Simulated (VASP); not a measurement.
Here is a VASP 6.6.1 calculation.

File INCAR:

```
  PREC = Accurate
  ENCUT = 520
  EDIFF = 1E-6
  ISMEAR = 0
  SIGMA = 0.1
  LREAL = F
  LASPH = T
  NELM = 150
  ALGO = Normal
  ISIF = 2
  LWAVE = F
  LCHARG = F
  ISPIN = 2
  MAGMOM = 2.66
  LORBIT = 11
  LMAXMIX = 4
  GGA = PE
  NBANDS = 14
```

KPOINTS

```
Automatic mesh
0
Gamma
  20 20 20
```

POSCAR

```
Fe
1.0
   -1.4157898213      1.4157898213      1.4157898213
    1.4157898213     -1.4157898213      1.4157898213
    1.4157898213      1.4157898213     -1.4157898213
Fe
1
Direct
    0.0000000000      0.0000000000      0.0000000000
```

Potentials or basis: VASP PAW PBE potentials, release 64 (Fe).

Command:

```sh
$ cat potpaw_PBE.64/Fe/POTCAR > POTCAR
$ mpirun -np 1 vasp_std > vasp.out
```

What does it give for the pressure?

-0.1 GPa.

Estimate the net moment.

2.19 μB per cell.
